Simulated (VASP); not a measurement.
# W (I4/mmm) in VASP: a series of runs, part 2 of 2

VASP 6.6.1. The steps go on from the part before.

## (5) Single point, PBEsol (strain +0.0300 x Voigt [0, 0, 1, 0, 0, 0])

INCAR reads:

```
ALGO = Fast
EDIFF = 1E-6
ENCUT = 520
GGA = PS
ISIF = 2
ISMEAR = 0
LASPH = True
LCHARG = False
LREAL = False
LWAVE = False
NBANDS = 13
NELM = 100
PREC = Accurate
SIGMA = 0.15
```

KPOINTS reads:

```
k-points
0
Gamma
  20 20 20
```

POSCAR reads:

```
W
1.0
    0.0000000000      2.0300000000      2.0909000000
    2.0300000000      0.0000000000      2.0909000000
    2.0300000000      2.0300000000      0.0000000000
W
1
Direct
    0.0000000000      0.0000000000      0.0000000000
```

Potentials or basis: VASP PAW PBE potentials, release 64 (W_sv).

Started as:

```
$ cat potpaw_PBE.64/W_sv/POTCAR > POTCAR
$ mpirun -np 1 vasp_std > vasp.out
```

OUTCAR:

```text
EDIFF = 1E-6
   ENCUT = 520
   GGA = PS
   ISIF = 2
   ISMEAR = 0
   LASPH = True
   LREAL = False
   NELM = 100
   PREC = Accurate

 ion  position               nearest neighbor table
   1  0.000  0.000  0.000-

  LATTYP: Found a body centered tetragonal cell.
 ALAT       =     2.8708535316
 C/A-ratio  =     1.4566399692

  Lattice vectors:

 A1 = (  -2.0300000000,   0.0000000000,   2.0909000000)
 A2 = (   2.0300000000,   0.0000000000,   2.0909000000)
 A3 = (   0.0000000000,   2.0300000000,  -2.0909000000)

Analysis of symmetry for initial positions (statically):
=====================================================================
 Subroutine PRICEL returns:
 Original cell was already a primitive cell.

 Routine SETGRP: Setting up the symmetry group for a
 body centered tetragonal supercell.

 Subroutine GETGRP returns: Found 16 space group operations
 (whereof 16 operations were pure point group operations)
 out of a pool of 16 trial point group operations.

The static configuration has the point symmetry D_4h.

Analysis of symmetry for dynamics (positions and initial velocities):
=====================================================================
 Subroutine PRICEL returns:
 Original cell was already a primitive cell.

 Routine SETGRP: Setting up the symmetry group for a
 body centered tetragonal supercell.

 Subroutine GETGRP returns: Found 16 space group operations
 (whereof 16 operations were pure point group operations)
 out of a pool of 16 trial point group operations.

The dynamic configuration has the point symmetry D_4h.

 Subroutine INISYM returns: Found 16 space group operations
 (whereof 16 operations are pure point group operations),
 and found     1 'primitive' translations

----------------------------------------------------------------------------------------

                                     Primitive cell
[... 111 lines left out ...]
  Fermi-wavevector in a.u.,A,eV,Ry     =   1.527563  2.886675 31.748488  2.333448
  Thomas-Fermi vector in A             =   2.635442
   LORBIT       =      0    0 simple, 1 ext, 2 COOP (PROOUT), +10 PAW based schemes
   GGA     = PS    functional components
   LHFCALC =     F    Hartree Fock is set to
   AEXX    =    0.0000 exact exchange contribution
   IVDW    =     0    specifies the selected vdW correction
   LEPSILON=     F    determine dielectric tensor
   LRPA    =     F    only Hartree local field effects (RPA)
 non-spin polarized calculation
 RMM-DIIS sequential band-by-band and
 Gauss-broadening in eV      SIGMA  =   0.15
  energy-cutoff  :      520.00
  volume of cell :       17.23
 maximum number of plane-waves:       483
 NGX is ok and might be reduce to    24
   NGX = 11   NGY = 11   NGZ = 11

 number of electron      14.0000000 magnetization

 Free energy of the ion-electron system (eV)
  ---------------------------------------------------
  ext. energy  EPLUGINS =         0.00000000
  ---------------------------------------------------
  free energy    TOTEN  =       -13.24723301 eV

  energy without entropy =      -13.23233441  energy(sigma->0) =      -13.23978371

 E-fermi :   9.6863     XC(G=0): -13.2861

 val. band max:        9.6847590267   @ k =   0.5000   0.0500   0.3500
 cond. band min:       9.6948188383   @ k =   0.5000   0.0000   0.1000
 fundamental gap:      0.0100598116
 Fermi energy:         9.6863220835

 k-point     1 :       0.0000    0.0000    0.0000
  band No.  band energies     occupation
      1     -64.0735      2.00000
      2     -27.7724      2.00000
      3     -27.7458      2.00000
      4     -27.7458      2.00000
      5       0.9155      2.00000
      6       8.9127      2.00000
      7       9.2854      1.99984
      8       9.2854      1.99984
      9      11.7711      0.00000
     10      12.3258      0.00000
     11      22.4392      0.00000
     12      26.7802      0.00000
     13      27.6715      0.00000
[... 354 lines left out ...]
  band No.  band energies     occupation
      1     -64.0009      2.00000
      2     -28.5759      2.00000
      3     -27.9167      2.00000
      4     -27.8332      2.00000
      5       4.2033      2.00000
      6       8.7858      2.00000
      7       8.9329      2.00000
      8       9.4433      1.97803
      9      13.0641      0.00000
     10      13.9556      0.00000
     11      20.7145      0.00000
     12      23.8409      0.00000
     13      28.9014      0.00000

 [... further k-points ...]
[... 5 lines left out ...]
  --------------------------------------------------------------------------------------
  -------------------------------------------------------------------------------------
  Total       -2.3369847     -2.3369847     -1.5145677      0.0000000      0.0000000     -0.0000000
  in kB     -217.2756837   -217.2756837   -140.8133884      0.0000000      0.0000000     -0.0000000
  external PRESSURE =    -191.7882519 kB  Pullay stress =       0.0000000 kB

 VOLUME and BASIS-vectors are now :
 -----------------------------------------------------------------------------
  energy-cutoff  :      520.00
  volume of cell :       17.23
      direct lattice vectors                 reciprocal lattice vectors
     0.000000000  2.030000000  2.090900000    -0.246305419  0.246305419  0.239131474
     2.030000000  0.000000000  2.090900000     0.246305419 -0.246305419  0.239131474
     2.030000000  2.030000000  0.000000000     0.246305419  0.246305419 -0.239131474

 POSITION                                       TOTAL-FORCE (eV/Angst)
 -----------------------------------------------------------------------------------
      0.00000      0.00000      0.00000         0.000000      0.000000      0.000000
 -----------------------------------------------------------------------------------
    total drift:                               -0.000000      0.000000     -0.000000

  FREE ENERGIE OF THE ION-ELECTRON SYSTEM (eV)
  ---------------------------------------------------
  free  energy   TOTEN  =       -13.2472330122 eV

  energy  without entropy=      -13.2323344136  energy(sigma->0) =      -13.23978371
```

stdout:

```text
POSCAR found type information on POSCAR W
 POSCAR found :  1 types and       1 ions
 scaLAPACK will be used
 -----------------------------------------------------------------------------
|                                                                             |
|                                                                             |
|     You enforced a specific xc type in the INCAR file but a different       |
|     I HOPE YOU KNOW WHAT YOU ARE DOING!                                     |
|                                                                             |
 -----------------------------------------------------------------------------

 LDA part: xc-table for (Slater+PW92), standard interpolation
 POSCAR, INCAR and KPOINTS ok, starting setup
 FFT: planning ... GRIDC
 FFT: planning ... GRID_SOFT
 FFT: planning ... GRID
 WAVECAR not read
 entering main loop
WARNING in EDDRMM: call to ZHEGV failed, returncode =   8  4     11
```

Run time: 40 s. Hardware: 1 thread of Intel Xeon 6975P-C (Granite Rapids), shared host; peak memory 0.25 GiB.

What came out:

```
Free energy            : -13.2472 eV
Pressure               : -19.2 GPa
Band gap on the k mesh : zero (band 7 reaches 12.66 eV, above the bottom of band 8 at 9.22 eV)
```

Caveat: the cell differs from its parent crystal (strain +0.0300 x Voigt [0, 0, 1, 0, 0, 0]); the PAW data sets were made with another functional, which shifts forces and pressure a little; spin-orbit coupling is left out, which moves the levels of the heavy elements.

## (6) Overview

| cell | gap on the mesh (eV) | pressure (GPa) |
| --- | --- | --- |
| a = 2.857, b = 2.857, c = 2.871 Å, angles 59.8, 59.8, 60.3°, 1 atom | none | -9.6 |
| a = 2.885, b = 2.885, c = 2.871 Å, angles 60.2, 60.2, 59.7°, 1 atom | none | -14.6 |
| a = 2.900, b = 2.900, c = 2.871 Å, angles 60.3, 60.3, 59.3°, 1 atom | none | -16.9 |
| a = 2.914, b = 2.914, c = 2.871 Å, angles 60.5, 60.5, 59.0°, 1 atom | none | -19.2 |

Alike in all rows: task single point; level PBEsol; potentials or basis VASP PAW PBE potentials, release 64 (W_sv); no spin polarisation; k mesh 20 × 20 × 20; cutoff (eV) 520; smearing gaussian 0.15 eV.

Caveats: the PAW data sets were made with another functional, which shifts forces and pressure a little; spin-orbit coupling is left out, which moves the levels of the heavy elements.

Total energies depend on the potentials used, so only differences within one code and one set of settings carry meaning.
